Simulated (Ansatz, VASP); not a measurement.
## Two plane-wave programs on GaN

INCAR

```
SYSTEM = GaN
PREC = Accurate
ENCUT = 520
EDIFF = 1E-7
ISMEAR = 0
SIGMA = 0.03
LREAL = .False.
LASPH = .True.
NELM = 80
ALGO = Normal
ISIF = 2
LWAVE = .False.
LCHARG = .False.
NBANDS = 16
```

The input KPOINTS:

```
regular mesh
0
Gamma
  14 14 14
  0 0 0
```

The input POSCAR:

```
GaN
1.0
    0.0000000000      2.1352350000      2.0711779500
    2.1352350000      0.0000000000      2.0711779500
    2.1352350000      2.1352350000      0.0000000000
Ga N
1 1
Direct
    0.0000000000      0.0000000000      0.0000000000
    0.5000000000      0.5000000000      0.5000000000
```

Input for Ansatz:

```yaml
crystal:
  lattice:
    - [0.0, 2.135235, 2.07117795]
    - [2.135235, 0.0, 2.07117795]
    - [2.135235, 2.135235, 0.0]
  atoms:
    - { symbol: Ga, position: [0.0, 0.0, 0.0] }
    - { symbol: "N", position: [0.5, 0.5, 0.5] }
basis:
  ecutwfc: 420
kpoints:
  mp_grid: { grid: [14, 14, 14] }
hamiltonian:
  xc: lda
scf:
  occupations: { method: gaussian, width: 0.03 }
output:
  forces: true
  stress: true
  eigenvalues: true
```

Change from the starting cell: strain +0.000 along x and y, -0.030 along z, atoms carried along.

Alike in both runs: task single point; functional LDA; k mesh 14 × 14 × 14; occupations gaussian, width 0.03 eV; no spin polarisation.

|  | VASP | Ansatz |
| --- | --- | --- |
| version | VASP 6.6.1 | Ansatz 0.2.0 |
| potentials or method | VASP PAW LDA potentials, release 64 (Ga_d, N), cutoff 520 eV | scalar-relativistic, plane waves, PAW |
| valence electrons in the cell | 18 | 18 |

VASP gave:

```
gap on the k mesh at the Fermi level (eV)                     : 0.20
least direct gap on the mesh (eV)                             : 2.74
pressure (GPa)                                                : -6.0
traceless stress, the component that is largest in VASP (GPa) : 3.56
```

Task: Estimate Ansatz's values.

Result: gap on the k mesh at the Fermi level (eV): 0.18; least direct gap on the mesh (eV): 2.71; pressure (GPa): -7.3; traceless stress, the component that is largest in VASP (GPa): 3.37.

LDA's correlation is that of Perdew and Zunger in VASP and of Perdew and Wang (1992) in Ansatz.
